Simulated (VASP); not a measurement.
A run of VASP 6.6.1 is set up as follows.

Contents of INCAR:

```
SYSTEM = V
ALGO = Normal
EDIFF = 1E-6
EDIFFG = -0.005
ENCUT = 600
GGA = PS
IBRION = 2
ISIF = 3
ISMEAR = -1
LASPH = .True.
LCHARG = .False.
LREAL = .False.
LWAVE = .False.
NELM = 80
NSW = 60
PREC = Accurate
SIGMA = 0.08
```

KPOINTS

```
k-points
0
Gamma
  24 24 24
  0 0 0
```

File POSCAR:

```
V
1.0
   -1.4798794642      1.4798794642      1.4798794642
    1.4798794642     -1.4798794642      1.4798794642
    1.4798794642      1.4798794642     -1.4798794642
V
1
Direct
    0.0000000000      0.0000000000      0.0000000000
```

Potentials or basis: VASP PAW PBE potentials, release 64 (V_sv).

The run is started by

```bash
$ cat potpaw_PBE.64/V_sv/POTCAR > POTCAR
$ mpirun -np 1 vasp_std > vasp.out
```

Estimate the space group after relaxing (to 0.1 Å).

Im-3m (No. 229).

What does it give for the band gap on the k mesh?

Zero (an odd number of electrons rules out a gap without spin polarisation).

Estimate the relaxed volume.

12.97 Å³/atom.

Final structure:
```yaml
crystal:
  lattice:
    - [-1.48024, 1.48024, 1.48024]
    - [1.48024, -1.48024, 1.48024]
    - [1.48024, 1.48024, -1.48024]
  atoms:
    - { symbol: V, position: [0.00000, 0.00000, 0.00000] }
```

Caveat: the PAW data sets were made with another functional, which shifts forces and pressure a little.
